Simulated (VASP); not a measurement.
# Ir (Fm-3m) in VASP: notebook

The runs below take Ir through single point, relaxation of cell and atoms, with BLYP.

Program: VASP 6.6.1. These are calculated values, not measurements. Logs are shortened: lines on timing, memory, paths and dates and some standing lists are left out, and cuts for length are marked.

## (1) The cell of the first run

Symmetry: Fm-3m, No. 225, cubic system. Conventional cell: a = 3.938 Å, b = 3.938 Å, c = 3.938 Å, α = 90.00°, β = 90.00°, γ = 90.00°. Ir (site symmetry m-3m) has 12 Ir at 2.78 Å within 3.7 Å.

## (2) Single point, BLYP

The input, INCAR:

```
SYSTEM = Ir
AGGAC    = 1.0          
AGGAX    = 1.0          
ALDAC    = 0.0          
ALDAX    = 1.0          
ALGO     = Normal         ! electronic algorithm
EDIFF    = 1E-6           ! SCF threshold, eV
ENCUT    = 500            ! plane-wave cutoff, eV
GGA      = B5             ! functional
GGA_COMPAT= .False.      
ISIF     = 2              ! what is computed and relaxed
ISMEAR   = -1             ! smearing method
LASPH    = .True.         ! aspherical terms in the spheres
LCHARG   = .False.        ! write CHGCAR
LREAL    = .False.        ! projectors in reciprocal space
LWAVE    = .False.        ! write WAVECAR
NBANDS   = 14             ! bands
NELM     = 120            ! most SCF steps
PREC     = Accurate       ! precision mode
SIGMA    = 0.1            ! smearing width, eV
```

The input, KPOINTS:

```
k-points
0
Gamma
  22 22 22
  0 0 0
```

The input, POSCAR:

```
Ir
1.0
    0.0000000000      1.9688422975      1.9688422975
    1.9688422975      0.0000000000      1.9688422975
    1.9688422975      1.9688422975      0.0000000000
Ir
1
Direct
    0.0000000000      0.0000000000      0.0000000000
```

Potentials or basis: VASP PAW PBE potentials, release 64 (Ir_sv_GW).

Started as:

```bash
cat potpaw_PBE.64/Ir_sv_GW/POTCAR > POTCAR
mpirun -np 1 vasp_std > vasp.out
```

OUTCAR:

```text
SYSTEM = Ir
   EDIFF = 1E-6
   ENCUT = 500
   GGA = B5
   ISIF = 2
   ISMEAR = -1
   LASPH = .True.
   LREAL = .False.
   NELM = 120
   PREC = Accurate

 ion  position               nearest neighbor table
   1  0.000  0.000  0.000-

  LATTYP: Found a face centered cubic cell.
 ALAT       =     3.9376845950

  Lattice vectors:

 A1 = (   0.0000000000,   1.9688422975,   1.9688422975)
 A2 = (   1.9688422975,   0.0000000000,   1.9688422975)
 A3 = (   1.9688422975,   1.9688422975,   0.0000000000)

Analysis of symmetry for initial positions (statically):
=====================================================================
 Subroutine PRICEL returns:
 Original cell was already a primitive cell.

 Routine SETGRP: Setting up the symmetry group for a
 face centered cubic supercell.

 Subroutine GETGRP returns: Found 48 space group operations
 (whereof 48 operations were pure point group operations)
 out of a pool of 48 trial point group operations.

The static configuration has the point symmetry O_h .

Analysis of symmetry for dynamics (positions and initial velocities):
=====================================================================
 Subroutine PRICEL returns:
 Original cell was already a primitive cell.

 Routine SETGRP: Setting up the symmetry group for a
 face centered cubic supercell.

 Subroutine GETGRP returns: Found 48 space group operations
 (whereof 48 operations were pure point group operations)
 out of a pool of 48 trial point group operations.

The dynamic configuration has the point symmetry O_h .

 Subroutine INISYM returns: Found 48 space group operations
 (whereof 48 operations are pure point group operations),
 and found     1 'primitive' translations

----------------------------------------------------------------------------------------

                                     Primitive cell

  volume of cell :      15.2638

  direct lattice vectors                    reciprocal lattice vectors
     0.000000000  1.968842297  1.968842297    -0.253956348  0.253956348  0.253956348
     1.968842297  0.000000000  1.968842297     0.253956348 -0.253956348  0.253956348
     1.968842297  1.968842297  0.000000000     0.253956348  0.253956348 -0.253956348

  length of vectors
     2.784363479  2.784363479  2.784363479     0.439865298  0.439865298  0.439865298

  position of ions in fractional coordinates (direct lattice)
     0.000000000  0.000000000  0.000000000

  ion indices of the primitive-cell ions
   primitive index   ion index
                 1           1

----------------------------------------------------------------------------------------

 KPOINTS: k-points

Automatic generation of k-mesh.
 Grid dimensions read from file:
 generate k-points for:   22   22   22

 Generating k-lattice:

  Cartesian coordinates                     Fractional coordinates (reciprocal lattice)
    -0.011543470  0.011543470  0.011543470     0.045454545  0.000000000  0.000000000
     0.011543470 -0.011543470  0.011543470     0.000000000  0.045454545  0.000000000
     0.011543470  0.011543470 -0.011543470     0.000000000  0.000000000  0.045454545

  Length of vectors
     0.019993877  0.019993877  0.019993877

  Shift w.r.t. Gamma in fractional coordinates (k-lattice)
     0.000000000  0.000000000  0.000000000

 Subroutine IBZKPT returns following result:
 ===========================================

 Found    328 irreducible k-points:

 Following reciprocal coordinates:
            Coordinates               Weight
  0.000000  0.000000  0.000000      1.000000
  0.045455  0.000000  0.000000      8.000000
  0.090909  0.000000  0.000000      8.000000
  0.136364  0.000000  0.000000      8.000000
  0.181818  0.000000  0.000000      8.000000
  0.227273  0.000000  0.000000      8.000000
[... 16 lines left out ...]
  0.500000  0.045455  0.000000     24.000000
 -0.454545  0.045455  0.000000     24.000000
 [... further k-points ...]
   k-points           NKPTS =    328   k-points in BZ     NKDIM =    328   number of bands    NBANDS=     14
   number of dos      NEDOS =    301   number of ions     NIONS =      1
   total plane-waves  NPLWV =   8000
   dimension x,y,z NGX =    20 NGY =   20 NGZ =   20
   dimension x,y,z NGXF=    40 NGYF=   40 NGZF=   40
   ions per type =               1
   NGX,Y,Z   is equivalent  to a cutoff of  11.94, 11.94, 11.94 a.u.
   NGXF,Y,Z  is equivalent  to a cutoff of  23.88, 23.88, 23.88 a.u.
 SYSTEM =  Ir
   PREC   = accura    normal or accurate (medium, high low for compatibility)
   ISTART =      0    job   : 0-new  1-cont  2-samecut
   ICHARG =      2    charge: 1-file 2-atom 10-const
   ISPIN  =      1    spin polarized calculation?
   LNONCOLLINEAR =      F non collinear calculations
   LSORBIT =      F    spin-orbit coupling
   LASPH  =      T    aspherical Exc in radial PAW
   ENCUT  =  500.0 eV  36.75 Ry    6.06 a.u.   5.08  5.08  5.08*2*pi/ulx,y,z
   NELM   =    120;   NELMIN=  2; NELMDL= -5     # of ELM steps
   EDIFF  = 0.1E-05   stopping-criterion for ELM
   LREAL  =      F    real-space projection
   EDIFFG = 0.1E-04   stopping-criterion for IOM
   NSW    =      0    number of steps for IOM
   IBRION =     -1    ionic relax: 0-MD 1-quasi-New 2-CG
   NFREE  =      0    steps in history (QN), initial steepest desc. (CG)
   ISIF   =      2    stress and relaxation
   ISYM   =      2    0-nonsym 1-usesym 2-fastsym
   POTIM  = 0.5000    time-step for ionic-motion
   TEBEG  =    0.0;   TEEND  =   0.0 temperature during run
   PSTRESS=    0.0 pullay stress
   NELECT =      17.0000    total number of electrons
   NUPDOWN=      -1.0000    fix difference up-down
   EMIN   =  10.00;   EMAX   =-10.00  energy-range for DOS
   EFERMI =   0.00;   METHOD = LEGACY
   ISMEAR =    -1;   SIGMA  =   0.10  broadening in eV -4-tet -1-fermi 0-gaus
   EFERMI_NEDOS =   21; number of points for ismear=-14 and -15
   IALGO  =     38    algorithm
   IMIX   =      4    mixing-type and parameters
     AMIX     =   0.40;   BMIX     =  1.00
     AMIX_MAG =   1.60;   BMIX_MAG =  1.00
  volume/ion in A,a.u.               =      15.26       103.01
  Fermi-wavevector in a.u.,A,eV,Ry     =   1.696955  3.206779 39.180081  2.879655
  Thomas-Fermi vector in A             =   2.777723
   LORBIT       =      0    0 simple, 1 ext, 2 COOP (PROOUT), +10 PAW based schemes
   GGA     = B5    functional components
   LHFCALC =     F    Hartree Fock is set to
   AEXX    =    0.0000 exact exchange contribution
   IVDW    =     0    specifies the selected vdW correction
   LEPSILON=     F    determine dielectric tensor
   LRPA    =     F    only Hartree local field effects (RPA)
 non-spin polarized calculation
  energy-cutoff  :      500.00
  volume of cell :       15.26
 maximum number of plane-waves:       396
   NGX = 11   NGY = 11   NGZ = 11

 number of electron      17.0000000 magnetization

 Free energy of the ion-electron system (eV)
  ---------------------------------------------------
  ext. energy  EPLUGINS =         0.00000000
  ---------------------------------------------------
  free energy    TOTEN  =        -8.08044964 eV

  energy without entropy =       -8.04329993  energy(sigma->0) =       -8.06187478

 E-fermi :  12.0080     XC(G=0): -13.3694

 val. band max:       12.0056569038   @ k =  -0.3636   0.0455   0.0000
 cond. band min:      12.0174274124   @ k =  -0.3636   0.2727   0.0000
 fundamental gap:      0.0117705085
 Fermi energy:        12.0079719102

 k-point     1 :       0.0000    0.0000    0.0000
  band No.  band energies     occupation
      1     -80.1532      2.00000
      2     -36.9549      2.00000
      3     -36.9549      2.00000
      4     -36.9549      2.00000
      5       1.9302      2.00000
      6       8.5733      2.00000
      7       8.5733      2.00000
      8       8.5733      2.00000
      9      10.9350      1.99996
     10      10.9350      1.99996
     11      26.1634      0.00000
     12      31.1387      0.00000
     13      31.1387      0.00000
     14      31.1387      0.00000

 k-point     2 :       0.0455    0.0000    0.0000
  band No.  band energies     occupation
      1     -80.1518      2.00000
      2     -36.9669      2.00000
      3     -36.9561      2.00000
      4     -36.9561      2.00000
      5       2.0163      2.00000
      6       8.5311      2.00000
      7       8.6097      2.00000
      8       8.6097      2.00000
      9      10.9129      1.99996
     10      10.9129      1.99996
     11      26.3069      0.00000
     12      30.7262      0.00000
     13      31.2777      0.00000
     14      31.2777      0.00000

 k-point     3 :       0.0909    0.0000    0.0000
  band No.  band energies     occupation
      1     -80.1489      2.00000
      2     -37.0039      2.00000
      3     -36.9611      2.00000
      4     -36.9611      2.00000
      5       2.2689      2.00000
      6       8.4168      2.00000
      7       8.7096      2.00000
      8       8.7096      2.00000
      9      10.8580      1.99998
     10      10.8580      1.99998
     11      26.7142      0.00000
     12      29.7717      0.00000
     13      31.6867      0.00000
     14      31.6867      0.00000

 k-point     4 :       0.1364    0.0000    0.0000
  band No.  band energies     occupation
      1     -80.1448      2.00000
      2     -37.0621      2.00000
      3     -36.9700      2.00000
      4     -36.9700      2.00000
      5       2.6697      2.00000
      6       8.2663      2.00000
      7       8.8434      2.00000
      8       8.8434      2.00000
      9      10.8085      1.99999
     10      10.8085      1.99999
     11      27.3058      0.00000
     12      28.6288      0.00000
     13      32.3428      0.00000
     14      32.3428      0.00000

 k-point     5 :       0.1818    0.0000    0.0000
  band No.  band energies     occupation
      1     -80.1392      2.00000
      2     -37.1360      2.00000
      3     -36.9806      2.00000
      4     -36.9806      2.00000
      5       3.1815      2.00000
      6       8.1386      2.00000
      7       8.9570      2.00000
      8       8.9570      2.00000
      9      10.8286      1.99998
     10      10.8286      1.99998
     11      27.3833      0.00000
[... 276 lines left out ...]
 k-point    22 :       0.4545    0.0455    0.0000
  band No.  band energies     occupation
      1     -80.1076      2.00000
      2     -37.5401      2.00000
      3     -37.0449      2.00000
      4     -37.0443      2.00000
      5       4.8695      2.00000
      6       8.4658      2.00000
      7       8.6047      2.00000
      8      10.8196      1.99999
      9      12.7433      0.00128
     10      12.9450      0.00017
     11      19.4176      0.00000
     12      26.1465      0.00000
     13      30.7880      0.00000
     14      31.1661      0.00000

 k-point    23 :       0.5000    0.0455    0.0000
  band No.  band energies     occupation
      1     -80.1060      2.00000
      2     -37.5597      2.00000
      3     -37.0496      2.00000
      4     -37.0453      2.00000
      5       4.8669      2.00000
      6       8.4312      2.00000
      7       8.5565      2.00000
      8      11.2896      1.99848
      9      12.8042      0.00070
     10      13.3097      0.00000
     11      18.6307      0.00000
     12      25.9836      0.00000
     13      30.6348      0.00000
     14      30.6403      0.00000

 k-point    24 :      -0.4545    0.0455    0.0000
  band No.  band energies     occupation
      1     -80.1063      2.00000
      2     -37.5557      2.00000
      3     -37.0512      2.00000
      4     -37.0424      2.00000
      5       4.8685      2.00000
      6       8.4482      2.00000
      7       8.5559      2.00000
      8      11.2155      1.99928
      9      12.6843      0.00231
     10      13.3069      0.00000
     11      18.8051      0.00000
     12      26.0166      0.00000
     13      30.5055      0.00000
     14      30.9121      0.00000

 [... further k-points ...]
[... 5 lines left out ...]
  --------------------------------------------------------------------------------------
  -------------------------------------------------------------------------------------
  Total       -0.1405732     -0.1405732     -0.1405732      0.0000000      0.0000000      0.0000000
  in kB      -14.7553788    -14.7553788    -14.7553788      0.0000000      0.0000000      0.0000000
  external PRESSURE =     -14.7553788 kB  Pullay stress =       0.0000000 kB

 VOLUME and BASIS-vectors are now :
 -----------------------------------------------------------------------------
  energy-cutoff  :      500.00
  volume of cell :       15.26
      direct lattice vectors                 reciprocal lattice vectors
     0.000000000  1.968842297  1.968842297    -0.253956348  0.253956348  0.253956348
     1.968842297  0.000000000  1.968842297     0.253956348 -0.253956348  0.253956348
     1.968842297  1.968842297  0.000000000     0.253956348  0.253956348 -0.253956348

 POSITION                                       TOTAL-FORCE (eV/Angst)
 -----------------------------------------------------------------------------------
      0.00000      0.00000      0.00000        -0.000000      0.000000     -0.000000
 -----------------------------------------------------------------------------------
    total drift:                               -0.000000     -0.000000     -0.000000

  FREE ENERGIE OF THE ION-ELECTRON SYSTEM (eV)
  ---------------------------------------------------
  free  energy   TOTEN  =        -8.0804496406 eV

  energy  without entropy=       -8.0432999278  energy(sigma->0) =       -8.06187478
```

It took 35 s on 1 thread of AMD EPYC 9R45 (Zen 5), shared host; peak memory 0.15 GiB.

Results:

| Property | Result |
| --- | --- |
| Free energy | -8.0804 eV |
| Pressure | -1.5 GPa |

Caveat: the PAW data sets were made with another functional, which shifts forces and pressure a little; spin-orbit coupling is left out, which moves the levels of the heavy elements.

(Part 1 of 2 ends here.)
